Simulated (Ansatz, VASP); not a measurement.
# RbCd: VASP beside Ansatz

```xyz
4
Lattice="0.0000 4.7376 4.7376 4.7376 0.0000 4.7376 4.7376 4.7376 0.0000" Properties=species:S:1:pos:R:3 pbc="T T T"
Rb    1.1844    1.1844    1.1844
Rb   -1.1844   -1.1844   -1.1844
Cd    3.5532    3.5532    3.5532
Cd   -3.5532   -3.5532   -3.5532
```

Alike in both runs: task relaxation of cell and atoms; functional PBE; k mesh 7 × 7 × 7; occupations fermi-dirac, width 0.05 eV; no spin polarisation.

|  | VASP | Ansatz |
| --- | --- | --- |
| version | VASP 6.6.1 | Ansatz 0.2.0 |
| potentials or method | VASP PAW PBE potentials, release 64 (Rb_sv, Cd) | PAW with Ansatz's default frozen-core files, scalar-relativistic |
| plane-wave cutoff (eV) | 600 | 420 |
| valence electrons in the cell | 42 | 58 |

Ansatz gave:

| Item | Value |
| --- | --- |
| relaxed volume (Å³/atom) | 42.19 |
| relaxed cell length with the largest relative difference (Å) | 6.203 |

Q: Estimate VASP's values.

A: Relaxed volume (Å³/atom): 42.30; relaxed cell length with the largest relative difference (Å): 6.208.

VASP's potentials hold 42 valence electrons a cell and Ansatz's 58, so a difference there can come from the potentials and not from the codes.

Noted on VASP's run: the volume moved by over 15 % at a fixed basis, so the end points are rough.
